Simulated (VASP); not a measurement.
Zn5Se4, 9 atoms in the cell. The cell holds a slab with vacuum, 9 atoms: a = 3.983 Å, b = 5.633 Å, c = 24.975 Å, α = 90.00°, β = 90.00°, γ = 90.00°. 

| Property | Result |
| --- | --- |
| Program | VASP 6.6.1 |
| Task | single point |
| Functional | PBEsol |
| Potentials or basis | VASP PAW PBE potentials, release 64 (Zn, Se) |
| Cutoff | 520 eV |
| k mesh | 7 × 5 × 1 |
| Occupations | gaussian, width 0.05 eV |
| Spin | no spin polarisation |
| Dipole correction | yes |
| Further INCAR settings | ALGO = Normal; EDIFF = 1e-06; NBANDS = 52 |

Potentials or basis: VASP PAW PBE potentials, release 64 (Zn, Se).

The run is started by

```console
$ cat potpaw_PBE.64/Zn/POTCAR potpaw_PBE.64/Se/POTCAR > POTCAR
$ mpirun -np 1 vasp_std > vasp.out
```

Hardware: 1 thread of Oxide Virtual Turin-like Processor (shared host).

Question: How long does it take, and how much memory?

Answer: Wall time 13 min on 1 thread of Oxide Virtual Turin-like Processor, with other jobs on the host, peak memory 0.62 GiB. Counts: scf iterations 24, k points 12.
